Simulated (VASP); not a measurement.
A run of VASP 6.6.1 is set up as follows.

INCAR

```
PREC = Accurate ; ENCUT = 520
EDIFF = 1E-7 ; ISMEAR = 0
SIGMA = 0.03 ; LREAL = F
LASPH = T ; NELM = 60
ALGO = Normal ; ISIF = 2
LWAVE = F ; LCHARG = F
GGA = PE ; IVDW = 12
NBANDS = 36
```

The input KPOINTS:

```
Automatic mesh
0
Gamma
  15 15 2
```

Contents of POSCAR:

```
C
1.0
   -2.4647935466      0.0000000000      0.0000000000
   -1.2323967733     -2.1345738265      0.0000000000
   -0.6161983867     -0.3557623044     20.8066193286
C
12
Direct
    0.6253658566      0.6253658566      0.2478048605
    0.8475880788      0.8475880788      0.9144715272
    0.2364769677      0.2364769677      0.5811381939
    0.6524063656      0.6524063656      0.0855618061
    0.8746285879      0.8746285879      0.7522284728
    0.2635174768      0.2635174768      0.4188951395
    0.5968540756      0.5968540756      0.4188755462
    0.9857429645     -0.0142570355      0.0855422129
    0.2079651867      0.2079651867      0.7522088796
    0.5142514799      0.5142514799      0.9144911204
    0.9031403688     -0.0968596312      0.5811577871
    0.2920292577      0.2920292577      0.2478244538
```

Potentials or basis: VASP PAW PBE potentials, release 64 (C).

Launch:

```bash
$ cat potpaw_PBE.64/C/POTCAR > POTCAR
$ mpirun -np 1 vasp_std > vasp.out
```

(1) What does it give for the pressure?

(2) What does it give for the largest force?

(3) Estimate the dispersion energy per atom.

(4) What does it give for the band gap on the k mesh?

## Answers

(1) 0.4 GPa.

(2) 0.015 eV/Å.

(3) -0.150 eV.

(4) 0.18 eV, direct.
